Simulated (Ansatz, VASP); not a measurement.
## La in VASP and in Ansatz

```
CELL_PARAMETERS angstrom
5.38165 0.00000 0.00000
0.00000 5.38165 0.00000
0.00000 0.00000 2.47417
ATOMIC_POSITIONS crystal
La 0.50000 0.50000 0.00000
```

Alike in both runs: task single point; functional PBE; k mesh 4 × 4 × 8; occupations gaussian, width 0.1 eV; no spin polarisation.

|  | VASP | Ansatz |
| --- | --- | --- |
| version | VASP 6.6.1 | Ansatz 0.2.0 |
| potentials or method | VASP PAW PBE potentials, release 64 (La), cutoff 520 eV | scalar-relativistic, plane waves, PAW |
| valence electrons in the cell | 11 | 11 |

```csv
,VASP,Ansatz,Ansatz less VASP
gap on the k mesh at the Fermi level (eV),none,none,-
pressure (GPa),7.7,7.8,+0.13
"traceless stress, the component that is largest in VASP (GPa)",20.67,20.89,+0.222
```

A gap of «none» marks a metal or a gap that the smearing closes.

Spin-orbit coupling is off throughout.
